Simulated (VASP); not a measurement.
Runs of VASP 6.6.1 on GaN. The structure is that of space group Fm-3m (No. 225), or close to it. The cells are those of the table. 

```csv
task,cell,k mesh,smearing,gap on the mesh (eV),pressure (GPa),relaxed volume (Å³/atom)
relaxation of cell and atoms,"relaxed from a = 2.957 Å, angles 60.0°, 2 atoms",12 × 12 × 12,gaussian 0.02 eV,0.58,0.0,9.19
single point,"a = 3.020 Å, angles 60.0°, 2 atoms",8 × 8 × 8,gaussian 0.1 eV,0.24,-12.6,-
single point,"a = 2.957 Å, angles 60.0°, 2 atoms",8 × 8 × 8,gaussian 0.1 eV,0.63,1.0,-
relaxation of cell and atoms,"relaxed from a = 3.020 Å, angles 60.0°, 2 atoms",8 × 8 × 8,gaussian 0.1 eV,(a),-0.2,9.19
single point,"a = 2.956 Å, angles 60.0°, 2 atoms",12 × 12 × 12,gaussian 0.02 eV,(b),1.3,-
```

Alike in all rows: level LDA; potentials or basis VASP PAW LDA potentials, release 64 (Ga_d, N); no spin polarisation; cutoff (eV) 600.

Fill in the values left out.

(a) 0.60; (b) 0.62.

Caveats: the cell stands under tension (at least some runs).

A k mesh can miss the band edges, and the runs leave out spin-orbit coupling on Ga.
